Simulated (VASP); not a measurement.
# ZnS (F-43m) in VASP: a series of runs

Aim: see how the results for ZnS move with the level of theory and the settings. Levels: RPBE, PBE. Tasks: single point.

Program: VASP 6.6.1. These are calculated values, not measurements. Logs are shortened: lines on timing, memory, paths and dates and some standing lists are left out, and cuts for length are marked.

**The experiment to reproduce.**

“Electronic, vibrational, and thermodynamic properties of ZnS (zincblende and rocksalt structure)”, 2009, arxiv:0911.5022 quotes, for a bulk crystal of ZnS at 19 K: band gap 3.85 eV (direct).

How close the calculation comes is told below.

## Step 1: The cell of the first run

Symmetry: F-43m, No. 216, cubic system. The conventional cell has a = 5.404 Å, b = 5.404 Å, c = 5.404 Å, α = 90.00°, β = 90.00°, γ = 90.00°. Zn (site symmetry -43m) has 4 S at 2.34 Å within 3.1 Å. S (site symmetry -43m) has 4 Zn at 2.34 Å within 3.1 Å.

## Step 2: Single point, RPBE

Contents of INCAR:

```
ALGO     = Normal         # electronic algorithm
EDIFF    = 1E-7           # SCF threshold, eV
ENCUT    = 520            # plane-wave cutoff, eV
GGA      = RP             # functional
ISIF     = 2              # what is computed and relaxed
ISMEAR   = 0              # smearing method
LASPH    = True           # aspherical terms in the spheres
LCHARG   = True           # write CHGCAR
LELF     = True           # ELF
LREAL    = False          # projectors in reciprocal space
LVHAR    = True         
LWAVE    = False          # write WAVECAR
NBANDS   = 16             # bands
NELM     = 100            # most SCF steps
PREC     = Accurate       # precision mode
SIGMA    = 0.01           # smearing width, eV
```

Contents of KPOINTS:

```
k-points
0
Gamma
  6 6 6
```

Contents of POSCAR:

```
ZnS
1.0
    0.0000000000      2.7020000000      2.7020000000
    2.7020000000      0.0000000000      2.7020000000
    2.7020000000      2.7020000000      0.0000000000
Zn S
1 1
Direct
    0.2500000000      0.2500000000      0.2500000000
    0.0000000000      0.0000000000      0.0000000000
```

Potentials or basis: VASP PAW PBE potentials, release 64 (Zn, S).

Launch:

```console
$ cat potpaw_PBE.64/Zn/POTCAR potpaw_PBE.64/S/POTCAR > POTCAR
$ mpirun -np 1 vasp_std > vasp.out
```

OUTCAR:

```text
EDIFF = 1E-7
   ENCUT = 520
   GGA = RP
   ISIF = 2
   ISMEAR = 0
   LASPH = True
   LREAL = False
   NELM = 100
   PREC = Accurate

 ion  position               nearest neighbor table
   1  0.250  0.250  0.250-   2 2.34   2 2.34   2 2.34   2 2.34
   2  0.000  0.000  0.000-   1 2.34   1 2.34   1 2.34   1 2.34

  LATTYP: Found a face centered cubic cell.
 ALAT       =     5.4040000000

  Lattice vectors:

 A1 = (   0.0000000000,   2.7020000000,   2.7020000000)
 A2 = (   2.7020000000,   0.0000000000,   2.7020000000)
 A3 = (   2.7020000000,   2.7020000000,   0.0000000000)

Analysis of symmetry for initial positions (statically):
=====================================================================
 Subroutine PRICEL returns:
 Original cell was already a primitive cell.

 Routine SETGRP: Setting up the symmetry group for a
 face centered cubic supercell.

 Subroutine GETGRP returns: Found 24 space group operations
 (whereof 24 operations were pure point group operations)
 out of a pool of 48 trial point group operations.

The static configuration has the point symmetry T_d .

Analysis of symmetry for dynamics (positions and initial velocities):
=====================================================================
 Subroutine PRICEL returns:
 Original cell was already a primitive cell.

 Routine SETGRP: Setting up the symmetry group for a
 face centered cubic supercell.

 Subroutine GETGRP returns: Found 24 space group operations
 (whereof 24 operations were pure point group operations)
 out of a pool of 48 trial point group operations.

The dynamic configuration has the point symmetry T_d .

 Subroutine INISYM returns: Found 24 space group operations
 (whereof 24 operations are pure point group operations),
 and found     1 'primitive' translations

----------------------------------------------------------------------------------------

                                     Primitive cell

  volume of cell :      39.4535

  direct lattice vectors                    reciprocal lattice vectors
     0.000000000  2.702000000  2.702000000    -0.185048113  0.185048113  0.185048113
     2.702000000  0.000000000  2.702000000     0.185048113 -0.185048113  0.185048113
     2.702000000  2.702000000  0.000000000     0.185048113  0.185048113 -0.185048113

  length of vectors
     3.821205046  3.821205046  3.821205046     0.320512733  0.320512733  0.320512733

  position of ions in fractional coordinates (direct lattice)
     0.250000000  0.250000000  0.250000000
     0.000000000  0.000000000  0.000000000

  ion indices of the primitive-cell ions
   primitive index   ion index
                 1           1
                 2           2

----------------------------------------------------------------------------------------

 KPOINTS: k-points

Automatic generation of k-mesh.
 Grid dimensions read from file:
 generate k-points for:    6    6    6

 Generating k-lattice:

  Cartesian coordinates                     Fractional coordinates (reciprocal lattice)
    -0.030841352  0.030841352  0.030841352     0.166666667  0.000000000  0.000000000
     0.030841352 -0.030841352  0.030841352     0.000000000  0.166666667  0.000000000
     0.030841352  0.030841352 -0.030841352     0.000000000  0.000000000  0.166666667

  Length of vectors
     0.053418789  0.053418789  0.053418789

  Shift w.r.t. Gamma in fractional coordinates (k-lattice)
     0.000000000  0.000000000  0.000000000

 Subroutine IBZKPT returns following result:
 ===========================================

 Found     16 irreducible k-points:

 Following reciprocal coordinates:
            Coordinates               Weight
  0.000000  0.000000  0.000000      1.000000
  0.166667  0.000000  0.000000      8.000000
  0.333333  0.000000  0.000000      8.000000
  0.500000  0.000000  0.000000      4.000000
  0.166667  0.166667  0.000000      6.000000
  0.333333  0.166667  0.000000     24.000000
[... 8 lines left out ...]
 -0.333333  0.333333  0.166667     24.000000
 -0.333333  0.500000  0.166667     12.000000
   k-points           NKPTS =     16   k-points in BZ     NKDIM =     16   number of bands    NBANDS=     16
   number of dos      NEDOS =    301   number of ions     NIONS =      2
   total plane-waves  NPLWV =  21952
   dimension x,y,z NGX =    28 NGY =   28 NGZ =   28
   dimension x,y,z NGXF=    56 NGYF=   56 NGZF=   56
   ions per type =               1   1
   NGX,Y,Z   is equivalent  to a cutoff of  12.18, 12.18, 12.18 a.u.
   NGXF,Y,Z  is equivalent  to a cutoff of  24.36, 24.36, 24.36 a.u.
 SYSTEM =  unknown system
   PREC   = accura    normal or accurate (medium, high low for compatibility)
   ISTART =      0    job   : 0-new  1-cont  2-samecut
   ICHARG =      2    charge: 1-file 2-atom 10-const
   ISPIN  =      1    spin polarized calculation?
   LNONCOLLINEAR =      F non collinear calculations
   LSORBIT =      F    spin-orbit coupling
   LASPH  =      T    aspherical Exc in radial PAW
   ENCUT  =  520.0 eV  38.22 Ry    6.18 a.u.   7.10  7.10  7.10*2*pi/ulx,y,z
   NELM   =    100;   NELMIN=  2; NELMDL= -5     # of ELM steps
   EDIFF  = 0.1E-06   stopping-criterion for ELM
   LREAL  =      F    real-space projection
   EDIFFG = 0.1E-05   stopping-criterion for IOM
   NSW    =      0    number of steps for IOM
   IBRION =     -1    ionic relax: 0-MD 1-quasi-New 2-CG
   NFREE  =      0    steps in history (QN), initial steepest desc. (CG)
   ISIF   =      2    stress and relaxation
   ISYM   =      2    0-nonsym 1-usesym 2-fastsym
   POTIM  = 0.5000    time-step for ionic-motion
   TEBEG  =    0.0;   TEEND  =   0.0 temperature during run
   PSTRESS=    0.0 pullay stress
   NELECT =      18.0000    total number of electrons
   NUPDOWN=      -1.0000    fix difference up-down
   EMIN   =  10.00;   EMAX   =-10.00  energy-range for DOS
   EFERMI =   0.00;   METHOD = LEGACY
   ISMEAR =     0;   SIGMA  =   0.01  broadening in eV -4-tet -1-fermi 0-gaus
   EFERMI_NEDOS =   21; number of points for ismear=-14 and -15
   IALGO  =     38    algorithm
   IMIX   =      4    mixing-type and parameters
     AMIX     =   0.40;   BMIX     =  1.00
     AMIX_MAG =   1.60;   BMIX_MAG =  1.00
  volume/ion in A,a.u.               =      19.73       133.12
  Fermi-wavevector in a.u.,A,eV,Ry     =   1.260290  2.381602 21.610537  1.588330
  Thomas-Fermi vector in A             =   2.393807
   LORBIT       =      0    0 simple, 1 ext, 2 COOP (PROOUT), +10 PAW based schemes
   GGA     = RP    functional components
   LHFCALC =     F    Hartree Fock is set to
   AEXX    =    0.0000 exact exchange contribution
   IVDW    =     0    specifies the selected vdW correction
   LEPSILON=     F    determine dielectric tensor
   LRPA    =     F    only Hartree local field effects (RPA)
 non-spin polarized calculation
 Gauss-broadening in eV      SIGMA  =   0.01
  energy-cutoff  :      520.00
  volume of cell :       39.45
 maximum number of plane-waves:      1073
   NGX = 15   NGY = 15   NGZ = 15

 number of electron      18.0000000 magnetization

 Free energy of the ion-electron system (eV)
  ---------------------------------------------------
  ext. energy  EPLUGINS =         0.00000000
  ---------------------------------------------------
  free energy    TOTEN  =        -6.17127502 eV

  energy without entropy =       -6.17127502  energy(sigma->0) =       -6.17127502

 E-fermi :   2.2740     XC(G=0):  -9.4090

 val. band max:        2.2216900727   @ k =   0.0000   0.0000   0.0000
 cond. band min:       4.5023827058   @ k =   0.0000   0.0000   0.0000
 fundamental gap:      2.2806926331
 Fermi energy:         2.2739640470

 k-point     1 :       0.0000    0.0000    0.0000
  band No.  band energies     occupation
      1     -10.9022      2.00000
      2      -4.0731      2.00000
      3      -4.0731      2.00000
      4      -4.0731      2.00000
      5      -3.5701      2.00000
      6      -3.5701      2.00000
[... 8 lines left out ...]
     15      13.9583      0.00000
     16      14.3584      0.00000

 k-point     2 :       0.1667    0.0000    0.0000
  band No.  band energies     occupation
      1     -10.7018      2.00000
      2      -4.0641      2.00000
      3      -4.0377      2.00000
      4      -4.0377      2.00000
      5      -3.5718      2.00000
      6      -3.5718      2.00000
[... 8 lines left out ...]
     15      13.2186      0.00000
     16      15.1614      0.00000

 k-point     3 :       0.3333    0.0000    0.0000
  band No.  band energies     occupation
      1     -10.2481      2.00000
      2      -3.9785      2.00000
      3      -3.9785      2.00000
      4      -3.9031      2.00000
      5      -3.5579      2.00000
      6      -3.5579      2.00000
[... 8 lines left out ...]
     15      13.8319      0.00000
     16      14.3224      0.00000

 k-point     4 :       0.5000    0.0000    0.0000
  band No.  band energies     occupation
      1      -9.9861      2.00000
      2      -3.9572      2.00000
      3      -3.9572      2.00000
      4      -3.5394      2.00000
      5      -3.5394      2.00000
      6      -3.3650      2.00000
[... 8 lines left out ...]
     15      15.6102      0.00000
     16      15.6102      0.00000
[... 172 lines left out ...]
 k-point    14 :       0.5000    0.3333    0.1667
  band No.  band energies     occupation
      1      -9.9333      2.00000
      2      -3.9778      2.00000
      3      -3.8911      2.00000
      4      -3.7729      2.00000
      5      -3.5462      2.00000
      6      -3.4947      2.00000
[... 8 lines left out ...]
     15      16.2222      0.00000
     16      16.8288      0.00000

 k-point    15 :      -0.3333    0.3333    0.1667
  band No.  band energies     occupation
      1      -9.7550      2.00000
      2      -3.9379      2.00000
      3      -3.8498      2.00000
      4      -3.6214      2.00000
      5      -3.5799      2.00000
      6      -3.2580      2.00000
[... 8 lines left out ...]
     15      16.0512      0.00000
     16      16.6593      0.00000

 k-point    16 :      -0.3333    0.5000    0.1667
  band No.  band energies     occupation
      1      -9.6730      2.00000
      2      -3.9780      2.00000
      3      -3.7755      2.00000
      4      -3.6878      2.00000
      5      -3.5466      2.00000
      6      -3.2158      2.00000
[... 8 lines left out ...]
     15      16.1077      0.00000
     16      17.1839      0.00000

------------------------ aborting loop because EDIFF is reached ----------------------------------------

  FORCE on cell =-STRESS in cart. coord.  units (eV):
  Direction    XX          YY          ZZ          XY          YZ          ZX
  --------------------------------------------------------------------------------------
  -------------------------------------------------------------------------------------
  Total        1.0711504      1.0711504      1.0711504      0.0000000      0.0000000      0.0000000
  in kB       43.4985724     43.4985724     43.4985724      0.0000000      0.0000000      0.0000000
  external PRESSURE =      43.4985724 kB  Pullay stress =       0.0000000 kB

 VOLUME and BASIS-vectors are now :
 -----------------------------------------------------------------------------
  energy-cutoff  :      520.00
  volume of cell :       39.45
      direct lattice vectors                 reciprocal lattice vectors
     0.000000000  2.702000000  2.702000000    -0.185048113  0.185048113  0.185048113
     2.702000000  0.000000000  2.702000000     0.185048113 -0.185048113  0.185048113
     2.702000000  2.702000000  0.000000000     0.185048113  0.185048113 -0.185048113

 POSITION                                       TOTAL-FORCE (eV/Angst)
 -----------------------------------------------------------------------------------
      1.35100      1.35100      1.35100        -0.000000     -0.000000     -0.000000
      0.00000      0.00000      0.00000         0.000000      0.000000      0.000000
 -----------------------------------------------------------------------------------
    total drift:                               -0.000001     -0.000001     -0.000001

  FREE ENERGIE OF THE ION-ELECTRON SYSTEM (eV)
  ---------------------------------------------------
  free  energy   TOTEN  =        -6.1712750175 eV

  energy  without entropy=       -6.1712750175  energy(sigma->0) =       -6.17127502
```

Run time: 10 s. Hardware: 1 thread of Intel Xeon Platinum 8259CL at 2.50GHz (Skylake/Cascade Lake), shared host; peak memory 0.15 GiB.

What came out:

* Free energy: -6.1713 eV
* Pressure: 4.3 GPa
* Band gap on the k mesh: 2.28 eV, direct

Caveat: the PAW data sets were made with another functional, which shifts forces and pressure a little.

## Step 3: Single point, PBE

Contents of INCAR:

```
SYSTEM = ZnS
ALGO = Normal ; EDIFF = 1E-6
ENCUT = 520 ; GGA = PE
ISIF = 2 ; ISMEAR = 0
LASPH = .True. ; LCHARG = .False.
LREAL = .False. ; LWAVE = .False.
NBANDS = 16 ; NELM = 60
PREC = Accurate ; SIGMA = 0.01
```

Contents of KPOINTS:

```
k-points
0
Gamma
  6 6 6
  0 0 0
```

POSCAR is that of step 2.

Potentials or basis: VASP PAW PBE potentials, release 64 (Zn, S).

Launch:

```console
$ cat potpaw_PBE.64/Zn/POTCAR potpaw_PBE.64/S/POTCAR > POTCAR
$ mpirun -np 1 vasp_std > vasp.out
```

Wall time 9 s (1 thread of Intel Xeon Platinum 8259CL at 2.50GHz (Skylake/Cascade Lake), shared host); peak memory 0.15 GiB.

It converged, with:

- Free energy: -6.8442 eV
- Pressure: 1.8 GPa
- Band gap on the k mesh: 2.11 eV, direct

Levels at points of the mesh, in eV from the valence-band top:
```tsv
k point	band 5	band 6	band 7	band 8	band 9	band 10	band 11	band 12	band 13	band 14
(0.00, 0.00, 0.00)	-5.84	-5.84	0.00	0.00	0.00	2.11	6.40	6.40	6.40	11.76
(0.50, 0.00, 0.00)	-5.81	-5.64	-5.29	-0.87	-0.87	3.31	6.93	6.93	8.88	12.17
(0.50, 0.50, 0.00)	-5.77	-5.63	-4.56	-2.22	-2.22	3.41	4.07	10.98	11.97	11.97
```

## Step 4: Against experiment

Step 3. Measured gap of ZnS: 3.85 eV (direct; 19 K; quoted in “Electronic, vibrational, and thermodynamic properties of ZnS (zincblende and rocksalt structure)”, 2009, arxiv:0911.5022). This calculation gives 2.11 eV (-1.74 eV). The value is that of PBE, without temperature or zero-point motion. Semilocal functionals fall short of measured gaps as a rule.
